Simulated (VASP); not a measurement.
# MgI2 in VASP: notebook, part 2 of 2

VASP 6.6.1. Earlier steps stand in the parts before.

**4. Single point, PBE**

This run uses another cell than the first one, of 51.60 Å³/atom.

Contents of INCAR:

```
PREC     = Accurate       # precision mode
ENCUT    = 520            # plane-wave cutoff, eV
EDIFF    = 1E-7           # SCF threshold, eV
ISMEAR   = 0              # smearing method
SIGMA    = 0.02           # smearing width, eV
LREAL    = False          # projectors in reciprocal space
LASPH    = True           # aspherical terms in the spheres
NELM     = 80             # most SCF steps
ALGO     = Normal         # electronic algorithm
ISIF     = 2              # what is computed and relaxed
LWAVE    = False          # write WAVECAR
LCHARG   = False          # write CHGCAR
GGA      = PE             # functional
NBANDS   = 25             # bands
```

Contents of KPOINTS:

```
regular mesh
0
Gamma
  6 6 2
```

Contents of POSCAR:

```
MgI2
1.0
    4.3991690318     -0.0013712835      0.0392548442
   -0.0008615094      4.4003792094      0.0534388062
    0.9911641025      1.4009555164     16.0201375129
Mg I
2 4
Direct
    0.4049756781      0.6409241268      0.7464402422
    0.5950243219      0.3590758732      0.2535597578
    0.8778147816      0.6030622061      0.8517606209
    0.1221852184      0.3969377939      0.1482393791
    0.4318184040      0.1790736451      0.6411621643
    0.5681815960      0.8209263549      0.3588378357
```

Potentials or basis: VASP PAW PBE potentials, release 64 (Mg, I).

On the command line:

```console
cat potpaw_PBE.64/Mg/POTCAR potpaw_PBE.64/I/POTCAR > POTCAR
mpirun -np 1 vasp_std > vasp.out
```

OUTCAR:

```text
PREC = Accurate
   ENCUT = 520
   EDIFF = 1E-7
   ISMEAR = 0
   LREAL = False
   LASPH = True
   NELM = 80
   ISIF = 2
   GGA = PE

 ion  position               nearest neighbor table
   1  0.405  0.641  0.746-   3 2.77   3 2.77   5 2.77   5 2.77
   2  0.595  0.359  0.254-   4 2.77   4 2.77   6 2.77   6 2.77
   3  0.878  0.603  0.852-   1 2.77   1 2.77
   4  0.122  0.397  0.148-   2 2.77   2 2.77
   5  0.432  0.179  0.641-   1 2.77   1 2.77
   6  0.568  0.821  0.359-   2 2.77   2 2.77

  LATTYP: Found a triclinic cell.
 ALAT       =    16.2762441889
 B/A-ratio  =     0.2703758751
 C/A-ratio  =     0.2702923556
 COS(alpha) =     0.0003990845
 COS(beta)  =     0.0697574945
 COS(gamma) =     0.1723683416

  Lattice vectors:

 A1 = (   0.9920256119,  -2.9994236930,  15.9666987067)
 A2 = (   0.0008615094,  -4.4003792094,  -0.0534388062)
 A3 = (   4.3991690318,  -0.0013712835,   0.0392548442)

Analysis of symmetry for initial positions (statically):
=====================================================================
 Subroutine PRICEL returns:
 Original cell was already a primitive cell.

 Routine SETGRP: Setting up the symmetry group for a
 triclinic supercell.

 Subroutine GETGRP returns: Found  2 space group operations
 (whereof  2 operations were pure point group operations)
 out of a pool of  2 trial point group operations.

The static configuration has the point symmetry S_2 .

Analysis of symmetry for dynamics (positions and initial velocities):
=====================================================================
 Subroutine PRICEL returns:
 Original cell was already a primitive cell.

 Routine SETGRP: Setting up the symmetry group for a
 triclinic supercell.

 Subroutine GETGRP returns: Found  2 space group operations
 (whereof  2 operations were pure point group operations)
 out of a pool of  2 trial point group operations.

The dynamic configuration has the point symmetry S_2 .

 Subroutine INISYM returns: Found  2 space group operations
 (whereof  2 operations are pure point group operations),
 and found     1 'primitive' translations

----------------------------------------------------------------------------------------

                                     Primitive cell

  volume of cell :     309.6173

  direct lattice vectors                    reciprocal lattice vectors
     4.399169032 -0.001371284  0.039254844     0.227441459  0.000215647 -0.014090636
    -0.000861509  4.400379209  0.053438806     0.000248573  0.227494977 -0.019909737
     0.991164102  1.400955516 16.020137513    -0.000558139 -0.000759390  0.062522377

  length of vectors
     4.399344382  4.400703766 16.111793462     0.227877620  0.228364673  0.062529480

  position of ions in fractional coordinates (direct lattice)
     0.404975678  0.640924127  0.746440242
     0.595024322  0.359075873  0.253559758
     0.877814782  0.603062206  0.851760621
     0.122185218  0.396937794  0.148239379
     0.431818404  0.179073645  0.641162164
     0.568181596  0.820926355  0.358837836

  ion indices of the primitive-cell ions
   primitive index   ion index
                 1           1
                 2           2
                 3           3
[... 32 lines left out ...]
  0.000000  0.000000  0.000000      1.000000
  0.166667  0.000000  0.000000      2.000000
  0.333333  0.000000 -0.000000      2.000000
  0.500000  0.000000 -0.000000      1.000000
  0.000000  0.166667 -0.000000      2.000000
  0.166667  0.166667 -0.000000      2.000000
[... 16 lines left out ...]
  0.333333  0.000000  0.500000      2.000000
  0.500000 -0.000000  0.500000      1.000000
 [... further k-points ...]
   k-points           NKPTS =     40   k-points in BZ     NKDIM =     40   number of bands    NBANDS=     25
   number of dos      NEDOS =    301   number of ions     NIONS =      6
   total plane-waves  NPLWV = 155520
   dimension x,y,z NGX =    36 NGY =   36 NGZ =  120
   dimension x,y,z NGXF=    72 NGYF=   72 NGZF=  240
   ions per type =               2   4
   NGX,Y,Z   is equivalent  to a cutoff of  13.60, 13.60, 12.38 a.u.
   NGXF,Y,Z  is equivalent  to a cutoff of  27.21, 27.20, 24.76 a.u.
 SYSTEM =  unknown system
   PREC   = accura    normal or accurate (medium, high low for compatibility)
   ISTART =      0    job   : 0-new  1-cont  2-samecut
   ICHARG =      2    charge: 1-file 2-atom 10-const
   ISPIN  =      1    spin polarized calculation?
   LNONCOLLINEAR =      F non collinear calculations
   LSORBIT =      F    spin-orbit coupling
   LASPH  =      T    aspherical Exc in radial PAW
   ENCUT  =  520.0 eV  38.22 Ry    6.18 a.u.   8.18  8.18 29.96*2*pi/ulx,y,z
   NELM   =     80;   NELMIN=  2; NELMDL= -5     # of ELM steps
   EDIFF  = 0.1E-06   stopping-criterion for ELM
   LREAL  =      F    real-space projection
   EDIFFG = 0.1E-05   stopping-criterion for IOM
   NSW    =      0    number of steps for IOM
   IBRION =     -1    ionic relax: 0-MD 1-quasi-New 2-CG
   NFREE  =      0    steps in history (QN), initial steepest desc. (CG)
   ISIF   =      2    stress and relaxation
   ISYM   =      2    0-nonsym 1-usesym 2-fastsym
   POTIM  = 0.5000    time-step for ionic-motion
   TEBEG  =    0.0;   TEEND  =   0.0 temperature during run
   PSTRESS=    0.0 pullay stress
   NELECT =      32.0000    total number of electrons
   NUPDOWN=      -1.0000    fix difference up-down
   EMIN   =  10.00;   EMAX   =-10.00  energy-range for DOS
   EFERMI =   0.00;   METHOD = LEGACY
   ISMEAR =     0;   SIGMA  =   0.02  broadening in eV -4-tet -1-fermi 0-gaus
   EFERMI_NEDOS =   21; number of points for ismear=-14 and -15
   IALGO  =     38    algorithm
   IMIX   =      4    mixing-type and parameters
     AMIX     =   0.40;   BMIX     =  1.00
     AMIX_MAG =   1.60;   BMIX_MAG =  1.00
  volume/ion in A,a.u.               =      51.60       348.23
  Fermi-wavevector in a.u.,A,eV,Ry     =   0.768274  1.451828  8.030780  0.590246
  Thomas-Fermi vector in A             =   1.869012
   LORBIT       =      0    0 simple, 1 ext, 2 COOP (PROOUT), +10 PAW based schemes
   GGA     = PE    functional components
   LHFCALC =     F    Hartree Fock is set to
   AEXX    =    0.0000 exact exchange contribution
   IVDW    =     0    specifies the selected vdW correction
   LEPSILON=     F    determine dielectric tensor
   LRPA    =     F    only Hartree local field effects (RPA)
 non-spin polarized calculation
 Gauss-broadening in eV      SIGMA  =   0.02
  energy-cutoff  :      520.00
  volume of cell :      309.62
 maximum number of plane-waves:      8368
 NGX is ok and might be reduce to    36
   NGX = 17   NGY = 17   NGZ = 59

 number of electron      31.9999999 magnetization

 Free energy of the ion-electron system (eV)
  ---------------------------------------------------
  ext. energy  EPLUGINS =         0.00000000
  ---------------------------------------------------
  free energy    TOTEN  =       -15.24057933 eV

  energy without entropy =      -15.24057933  energy(sigma->0) =      -15.24057933

 E-fermi :  -0.5518     XC(G=0):  -6.3643

 val. band max:       -0.6739164634   @ k =   0.5000  -0.0000   0.5000
 cond. band min:       2.6531274337   @ k =   0.0000   0.0000   0.0000
 fundamental gap:      3.3270438971
 Fermi energy:        -0.5517823856

 k-point     1 :       0.0000    0.0000    0.0000
  band No.  band energies     occupation
      1     -12.0911      2.00000
      2     -12.0721      2.00000
      3     -11.8121      2.00000
      4     -11.7899      2.00000
      5      -3.1310      2.00000
      6      -2.9261      2.00000
[... 661 lines left out ...]
     24       6.1742      0.00000
     25       6.5180      0.00000

 [... further k-points ...]

------------------------ aborting loop because EDIFF is reached ----------------------------------------

  FORCE on cell =-STRESS in cart. coord.  units (eV):
  Direction    XX          YY          ZZ          XY          YZ          ZX
  --------------------------------------------------------------------------------------
  -------------------------------------------------------------------------------------
  Total       -0.0726751     -0.0766119     -0.1131921      0.0000381      0.0004081      0.0029963
  in kB       -0.3760720     -0.3964435     -0.5857355      0.0001971      0.0021120      0.0155050
  external PRESSURE =      -0.4527503 kB  Pullay stress =       0.0000000 kB

 VOLUME and BASIS-vectors are now :
 -----------------------------------------------------------------------------
  energy-cutoff  :      520.00
  volume of cell :      309.62
      direct lattice vectors                 reciprocal lattice vectors
     4.399169032 -0.001371284  0.039254844     0.227441459  0.000215647 -0.014090636
    -0.000861509  4.400379209  0.053438806     0.000248573  0.227494977 -0.019909737
     0.991164102  1.400955516 16.020137513    -0.000558139 -0.000759390  0.062522377

 POSITION                                       TOTAL-FORCE (eV/Angst)
 -----------------------------------------------------------------------------------
      2.52085      3.86548     12.00822         0.000427     -0.000499     -0.000295
      2.86862      1.93448      4.10461        -0.000427      0.000499      0.000295
      4.70537      3.84578     13.71201        -0.001518     -0.000448     -0.009062
      0.68410      1.95419      2.40082         0.001518      0.000448      0.009062
      2.53498      1.68564     10.29803         0.000194      0.001758      0.009216
      2.85449      4.11432      5.81480        -0.000194     -0.001758     -0.009216
 -----------------------------------------------------------------------------------
    total drift:                               -0.000000      0.000000      0.000000

  FREE ENERGIE OF THE ION-ELECTRON SYSTEM (eV)
  ---------------------------------------------------
  free  energy   TOTEN  =       -15.2405793339 eV

  energy  without entropy=      -15.2405793339  energy(sigma->0) =      -15.24057933
```

Wall time 6.9 min (1 thread of Oxide Virtual Turin-like, shared host); peak memory 0.53 GiB.

What came out:

```
Free energy            : -15.2406 eV
Pressure               : 0.0 GPa
Largest force          : 0.009 eV/Å
Band gap on the k mesh : 3.33 eV (least direct gap 3.47 eV)
```

Forces on the atoms (eV/Å):
```
Mg   0.000  0.000  0.000
Mg   0.000  0.000  0.000
I   -0.002  0.000 -0.009
I    0.002  0.000  0.009
I    0.000  0.002  0.009
I    0.000 -0.002 -0.009
```

Levels at points of the mesh, in eV from the valence-band top:
```csv
k point,band 13,band 14,band 15,band 16,band 17,band 18,band 19,band 20
"(0.00, 0.00, 0.00)",-0.17,-0.17,-0.15,-0.14,3.33,3.85,4.30,4.32
"(0.50, 0.00, 0.00)",-0.92,-0.78,-0.01,0.00,4.07,4.33,5.59,5.89
"(0.00, 0.50, 0.00)",-0.87,-0.82,-0.01,0.00,4.10,4.29,5.64,5.83
"(0.50, 0.50, 0.00)",-1.18,-1.14,-0.85,-0.83,4.61,4.63,4.67,4.80
"(0.00, 0.00, 0.50)",-0.17,-0.17,-0.15,-0.14,3.56,3.59,4.30,4.32
"(0.50, 0.00, 0.50)",-0.88,-0.82,-0.01,0.00,4.13,4.26,5.72,5.82
"(0.00, 0.50, 0.50)",-0.85,-0.85,-0.01,0.00,4.13,4.27,5.67,5.83
"(0.50, 0.50, 0.50)",-1.18,-1.14,-0.84,-0.83,4.64,4.64,4.71,4.75
```

Caveat: spin-orbit coupling is left out, which moves the levels of the heavy elements.

**5. Summary**

```csv
cell,k mesh,smearing,gap on the mesh (eV),pressure (GPa),largest force (eV/Å)
"a = 4.426, b = 4.430, c = 15.463 Å, angles 85.5, 93.2, 90.0°, 6 atoms, atomic positions A",4 × 4 × 1,gaussian 0.1 eV,3.30,0.0,0.01
"a = 4.426, b = 4.430, c = 15.463 Å, angles 85.5, 86.8, 90.0°, 6 atoms, atomic positions B",4 × 4 × 1,gaussian 0.1 eV,3.30,0.0,0.01
"a = 4.399, b = 4.401, c = 16.112 Å, angles 84.3, 86.0, 90.0°, 6 atoms, atomic positions C",6 × 6 × 2,gaussian 0.02 eV,3.33,0.0,0.01
```

Alike in all rows: task single point; level PBE; potentials or basis VASP PAW PBE potentials, release 64 (Mg, I); no spin polarisation; cutoff (eV) 520.

Caveats: spin-orbit coupling is left out, which moves the levels of the heavy elements.

Absolute energies hang on the potentials; compare differences alone.
